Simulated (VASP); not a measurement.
# SnO in VASP: further runs

Runs on SnO. Level: PBE+D3(BJ). Tasks: single point.

Program: VASP 6.6.1. These are calculated values, not measurements. Logs are shortened: lines on timing, memory, paths and dates and some standing lists are left out, and cuts for length are marked.

## 1. The cell of the first run

The cell holds a slab with vacuum, 8 atoms: a = 3.820 Å, b = 3.820 Å, c = 22.226 Å, α = 90.00°, β = 90.00°, γ = 90.00°.

## 2. Single point, PBE+D3(BJ) (layers slid over each other)

Contents of INCAR:

```
SYSTEM = SnO
PREC = Accurate
ENCUT = 520
EDIFF = 1E-6
ISMEAR = 0
SIGMA = 0.05
LREAL = .False.
LASPH = .True.
NELM = 120
ALGO = Normal
ISIF = 2
LWAVE = .False.
LCHARG = .True.
LDIPOL = .True.
IDIPOL = 3
DIPOL = 0.5 0.5 0.428
GGA = PE
IVDW = 12
LELF = .True.
LVHAR = .True.
LVACPOTAV = .True.
NBANDS = 50
GGA_COMPAT = .False.
NELMDL = -8
```

Contents of KPOINTS:

```
regular mesh
0
Gamma
  7 7 1
  0 0 0
```

Contents of POSCAR:

```
SnO
1.0
    3.8201630918      0.0000000000      0.0000000000
    0.0000000000      3.8201630918      0.0000000000
    0.0000000000      0.0000000000     22.2260821141
Sn O
4 4
Direct
    0.7500000000      0.2500000000      0.2024648328
    0.2500000000      0.7500000000      0.3087832134
    0.6250000000      1.1250000000      0.5472417943
    1.1250000000      0.6250000000      0.6535601749
    0.2500000000      0.2500000000      0.2556240231
    0.7500000000      0.7500000000      0.2556240231
    1.1250000000      1.1250000000      0.6004009846
    0.6250000000      0.6250000000      0.6004009846
```

Potentials or basis: VASP PAW PBE potentials, release 64 (Sn_d, O).

The run is started by

```sh
cat potpaw_PBE.64/Sn_d/POTCAR potpaw_PBE.64/O/POTCAR > POTCAR
mpirun -np 1 vasp_std > vasp.out
```

OUTCAR:

```text
SYSTEM = SnO
   PREC = Accurate
   ENCUT = 520
   EDIFF = 1E-6
   ISMEAR = 0
   LREAL = .False.
   LASPH = .True.
   NELM = 120
   ISIF = 2
   GGA = PE
   IVDW = 12
   NELMDL = -8
 IVDW          = 12

 ion  position               nearest neighbor table
   1  0.750  0.250  0.202-   5 2.25   6 2.25   6 2.25   5 2.25   2 3.59   2 3.59   2 3.59   2 3.59

   2  0.250  0.750  0.309-   5 2.25   6 2.25   5 2.25   6 2.25   1 3.59   1 3.59   1 3.59   1 3.59

   3  0.625  0.125  0.547-   7 2.25   8 2.25   8 2.25   7 2.25   4 3.59   4 3.59   4 3.59   4 3.59

   4  0.125  0.625  0.654-   7 2.25   8 2.25   7 2.25   8 2.25   3 3.59   3 3.59   3 3.59   3 3.59

   5  0.250  0.250  0.256-   1 2.25   2 2.25   2 2.25   1 2.25
   6  0.750  0.750  0.256-   1 2.25   2 2.25   1 2.25   2 2.25
   7  0.125  0.125  0.600-   3 2.25   4 2.25   4 2.25   3 2.25
   8  0.625  0.625  0.600-   3 2.25   4 2.25   3 2.25   4 2.25

  LATTYP: Found a simple tetragonal cell.
 ALAT       =     3.8201630918
 C/A-ratio  =     5.8180977042

  Lattice vectors:

 A1 = (   3.8201630918,   0.0000000000,   0.0000000000)
 A2 = (   0.0000000000,   3.8201630918,   0.0000000000)
 A3 = (   0.0000000000,   0.0000000000,  22.2260821141)

Analysis of symmetry for initial positions (statically):
=====================================================================
 Subroutine PRICEL returns:
 Original cell was already a primitive cell.

 Routine SETGRP: Setting up the symmetry group for a
 simple tetragonal supercell.

 Subroutine GETGRP returns: Found  4 space group operations
 (whereof  1 operations were pure point group operations)
 out of a pool of 16 trial point group operations.

The static configuration has the point symmetry C_1 .
 The point group associated with its full space group is C_2h.

Analysis of symmetry for dynamics (positions and initial velocities):
=====================================================================
 Subroutine PRICEL returns:
 Original cell was already a primitive cell.

 Routine SETGRP: Setting up the symmetry group for a
 simple tetragonal supercell.

 Subroutine GETGRP returns: Found  4 space group operations
 (whereof  1 operations were pure point group operations)
 out of a pool of 16 trial point group operations.

The dynamic configuration has the point symmetry C_1 .
 The point group associated with its full space group is C_2h.

 Subroutine INISYM returns: Found  4 space group operations
 (whereof  1 operations are pure point group operations),
 and found     1 'primitive' translations

----------------------------------------------------------------------------------------

                                     Primitive cell

  volume of cell :     324.3596

  direct lattice vectors                    reciprocal lattice vectors
     3.820163092  0.000000000  0.000000000     0.261768929  0.000000000  0.000000000
     0.000000000  3.820163092  0.000000000     0.000000000  0.261768929  0.000000000
     0.000000000  0.000000000 22.226082114     0.000000000  0.000000000  0.044992185

  length of vectors
     3.820163092  3.820163092 22.226082114     0.261768929  0.261768929  0.044992185

  position of ions in fractional coordinates (direct lattice)
     0.750000000  0.250000000  0.202464833
     0.250000000  0.750000000  0.308783213
     0.625000000  0.125000000  0.547241794
     0.125000000  0.625000000  0.653560175
     0.250000000  0.250000000  0.255624023
     0.750000000  0.750000000  0.255624023
     0.125000000  0.125000000  0.600400985
     0.625000000  0.625000000  0.600400985

  ion indices of the primitive-cell ions
   primitive index   ion index
                 1           1
                 2           2
                 3           3
                 4           4
                 5           5
                 6           6
                 7           7
                 8           8

----------------------------------------------------------------------------------------

 KPOINTS: regular mesh

Automatic generation of k-mesh.
 Grid dimensions read from file:
 generate k-points for:    7    7    1

 Generating k-lattice:

  Cartesian coordinates                     Fractional coordinates (reciprocal lattice)
     0.037395561  0.000000000  0.000000000     0.142857143  0.000000000  0.000000000
     0.000000000  0.037395561  0.000000000     0.000000000  0.142857143  0.000000000
     0.000000000  0.000000000  0.044992185     0.000000000  0.000000000  1.000000000

  Length of vectors
     0.037395561  0.037395561  0.044992185

  Shift w.r.t. Gamma in fractional coordinates (k-lattice)
     0.000000000  0.000000000  0.000000000

 Subroutine IBZKPT returns following result:
 ===========================================

 Found     16 irreducible k-points:

 Following reciprocal coordinates:
            Coordinates               Weight
  0.000000  0.000000  0.000000      1.000000
  0.142857  0.000000  0.000000      4.000000
  0.285714  0.000000  0.000000      4.000000
  0.428571  0.000000  0.000000      4.000000
  0.142857  0.142857  0.000000      2.000000
 -0.142857  0.142857  0.000000      2.000000
[... 8 lines left out ...]
  0.428571  0.428571  0.000000      2.000000
 -0.428571  0.428571  0.000000      2.000000
   k-points           NKPTS =     16   k-points in BZ     NKDIM =     16   number of bands    NBANDS=     50
   number of dos      NEDOS =    301   number of ions     NIONS =      8
   total plane-waves  NPLWV = 131712
   dimension x,y,z NGX =    28 NGY =   28 NGZ =  168
   dimension x,y,z NGXF=    56 NGYF=   56 NGZF=  336
   ions per type =               4   4
   NGX,Y,Z   is equivalent  to a cutoff of  12.19, 12.19, 12.57 a.u.
   NGXF,Y,Z  is equivalent  to a cutoff of  24.37, 24.37, 25.13 a.u.
 SYSTEM =  SnO
   PREC   = accura    normal or accurate (medium, high low for compatibility)
   ISTART =      0    job   : 0-new  1-cont  2-samecut
   ICHARG =      2    charge: 1-file 2-atom 10-const
   ISPIN  =      1    spin polarized calculation?
   LNONCOLLINEAR =      F non collinear calculations
   LSORBIT =      F    spin-orbit coupling
   LASPH  =      T    aspherical Exc in radial PAW
   ENCUT  =  520.0 eV  38.22 Ry    6.18 a.u.   7.10  7.10 41.33*2*pi/ulx,y,z
   NELM   =    120;   NELMIN=  2; NELMDL= -8     # of ELM steps
   EDIFF  = 0.1E-05   stopping-criterion for ELM
   LREAL  =      F    real-space projection
   EDIFFG = 0.1E-04   stopping-criterion for IOM
   NSW    =      0    number of steps for IOM
   IBRION =     -1    ionic relax: 0-MD 1-quasi-New 2-CG
   NFREE  =      0    steps in history (QN), initial steepest desc. (CG)
   ISIF   =      2    stress and relaxation
   ISYM   =      2    0-nonsym 1-usesym 2-fastsym
   POTIM  = 0.5000    time-step for ionic-motion
   TEBEG  =    0.0;   TEEND  =   0.0 temperature during run
   PSTRESS=    0.0 pullay stress
   NELECT =      80.0000    total number of electrons
   NUPDOWN=      -1.0000    fix difference up-down
   EMIN   =  10.00;   EMAX   =-10.00  energy-range for DOS
   EFERMI =   0.00;   METHOD = LEGACY
   ISMEAR =     0;   SIGMA  =   0.05  broadening in eV -4-tet -1-fermi 0-gaus
   EFERMI_NEDOS =   21; number of points for ismear=-14 and -15
   IALGO  =     38    algorithm
   IMIX   =      4    mixing-type and parameters
     AMIX     =   0.40;   BMIX     =  1.00
     AMIX_MAG =   1.60;   BMIX_MAG =  1.00
  volume/ion in A,a.u.               =      40.54       273.61
  Fermi-wavevector in a.u.,A,eV,Ry     =   1.026666  1.940118 14.341131  1.054043
  Thomas-Fermi vector in A             =   2.160571
   LORBIT       =      0    0 simple, 1 ext, 2 COOP (PROOUT), +10 PAW based schemes
   GGA     = PE    functional components
   LHFCALC =     F    Hartree Fock is set to
   AEXX    =    0.0000 exact exchange contribution
   IVDW    =    12    specifies the selected vdW correction
   LEPSILON=     F    determine dielectric tensor
   LRPA    =     F    only Hartree local field effects (RPA)
 non-spin polarized calculation
 Gauss-broadening in eV      SIGMA  =   0.05
  energy-cutoff  :      520.00
  volume of cell :      324.36
 maximum number of plane-waves:      8769
   NGX = 15   NGY = 15   NGZ = 83

 dipolmoment           0.000000      0.000000      0.000103 electrons x Angstroem

 number of electron      79.9999970 magnetization

 dipolmoment           0.000000      0.000000     -0.000024 electrons x Angstroem

 Free energy of the ion-electron system (eV)
  ---------------------------------------------------
  ext. energy  EPLUGINS =         0.00000000
  ---------------------------------------------------
  free energy    TOTEN  =       -45.16778324 eV

  energy without entropy =      -45.16778324  energy(sigma->0) =      -45.16778324

 E-fermi :  -0.0957     XC(G=0):  -5.4269

 val. band max:       -0.3885832329   @ k =  -0.1429   0.1429   0.0000
 cond. band min:       2.3691204417   @ k =   0.0000   0.0000   0.0000
 fundamental gap:      2.7577036746
 Fermi energy:        -0.0957151909

 k-point     1 :       0.0000    0.0000    0.0000
  band No.  band energies     occupation
      1     -21.0540      2.00000
      2     -21.0539      2.00000
      3     -20.6933      2.00000
      4     -20.6932      2.00000
      5     -20.6552      2.00000
      6     -20.6552      2.00000
[... 42 lines left out ...]
     49       5.1655      0.00000
     50       5.3204      0.00000

 k-point     2 :       0.1429    0.0000    0.0000
  band No.  band energies     occupation
      1     -21.0450      2.00000
      2     -21.0449      2.00000
      3     -20.6939      2.00000
      4     -20.6938      2.00000
      5     -20.6570      2.00000
      6     -20.6569      2.00000
[... 42 lines left out ...]
     49       5.3429      0.00000
     50       5.5871      0.00000

 k-point     3 :       0.2857    0.0000    0.0000
  band No.  band energies     occupation
      1     -21.0200      2.00000
      2     -21.0199      2.00000
      3     -20.7902      2.00000
      4     -20.7901      2.00000
      5     -20.6614      2.00000
      6     -20.6613      2.00000
[... 42 lines left out ...]
     49       5.5888      0.00000
     50       5.8200      0.00000

 k-point     4 :       0.4286    0.0000    0.0000
  band No.  band energies     occupation
      1     -20.9762      2.00000
      2     -20.9761      2.00000
      3     -20.9013      2.00000
      4     -20.9012      2.00000
      5     -20.6644      2.00000
      6     -20.6643      2.00000
[... 575 lines left out ...]
 k-point    15 :       0.4286    0.4286    0.0000
  band No.  band energies     occupation
      1     -20.9947      2.00000
      2     -20.9946      2.00000
      3     -20.9807      2.00000
      4     -20.9806      2.00000
      5     -20.6600      2.00000
      6     -20.6599      2.00000
[... 42 lines left out ...]
     49       6.1478      0.00000
     50       6.2649      0.00000

 k-point    16 :      -0.4286    0.4286    0.0000
  band No.  band energies     occupation
      1     -20.9947      2.00000
      2     -20.9946      2.00000
      3     -20.9807      2.00000
      4     -20.9806      2.00000
      5     -20.6600      2.00000
      6     -20.6599      2.00000
[... 42 lines left out ...]
     49       6.1299      0.00000
     50       6.2953      0.00000

------------------------ aborting loop because EDIFF is reached ----------------------------------------

 Edisp (eV)   -1.16977

 E8    (eV) :    -0.5173

  FORCE on cell =-STRESS in cart. coord.  units (eV):
  Direction    XX          YY          ZZ          XY          YZ          ZX
  --------------------------------------------------------------------------------------
  -------------------------------------------------------------------------------------
  Total       0.15583     0.15583    -0.03104     0.00085     0.00874     0.00874
  in kB       0.76975     0.76975    -0.15334     0.00419     0.04317     0.04317
  external pressure =        0.46 kB  Pullay stress =        0.00 kB

 VOLUME and BASIS-vectors are now :
 -----------------------------------------------------------------------------
  energy-cutoff  :      520.00
  volume of cell :      324.36
      direct lattice vectors                 reciprocal lattice vectors
     3.820163092  0.000000000  0.000000000     0.261768929  0.000000000  0.000000000
     0.000000000  3.820163092  0.000000000     0.000000000  0.261768929  0.000000000
     0.000000000  0.000000000 22.226082114     0.000000000  0.000000000  0.044992185

 POSITION                                       TOTAL-FORCE (eV/Angst)
 -----------------------------------------------------------------------------------
      2.86512      0.95504      4.50000        -0.000221     -0.000221     -0.090615
      0.95504      2.86512      6.86304        -0.000199     -0.000199      0.139095
      2.38760      0.47752     12.16304         0.000199      0.000199     -0.139095
      0.47752      2.38760     14.52608         0.000221      0.000221      0.090615
      0.95504      0.95504      5.68152         0.000388     -0.001157      0.002538
      2.86512      2.86512      5.68152        -0.001157      0.000388      0.002538
      0.47752      0.47752     13.34456         0.001157     -0.000388     -0.002538
      2.38760      2.38760     13.34456        -0.000388      0.001157     -0.002538
 -----------------------------------------------------------------------------------
    total drift:                               -0.000000     -0.000000     -0.001143

  FREE ENERGIE OF THE ION-ELECTRON SYSTEM (eV)
  ---------------------------------------------------
  free  energy   TOTEN  =       -46.3375577572 eV

  energy  without entropy=      -46.3375577572  energy(sigma->0) =      -46.33755776

 vacuum level on the upper side and lower side of the slab         4.927         4.927
```

It took 11 min on 1 thread of Oxide Virtual Turin-like, shared host; peak memory 0.41 GiB.

What came out:

```yaml
Free_energy: -46.3376 eV
Largest_force: 0.139 eV/Å
Band_gap_on_the_k_mesh: 2.76 eV (least direct gap 2.79 eV)
Dispersion_energy_per_atom: -0.146 eV
```

Forces on the atoms (eV/Å):
```
Sn   0.000  0.000 -0.091
Sn   0.000  0.000  0.139
Sn   0.000  0.000 -0.139
Sn   0.000  0.000  0.091
O    0.000 -0.001  0.003
O   -0.001  0.000  0.003
O    0.001  0.000 -0.003
O    0.000  0.001 -0.003
```

Caveat: the cell differs from its parent crystal (layers slid over each other); spin-orbit coupling is left out, which moves the levels of the heavy elements.

(Continued in part 2 of 2.)
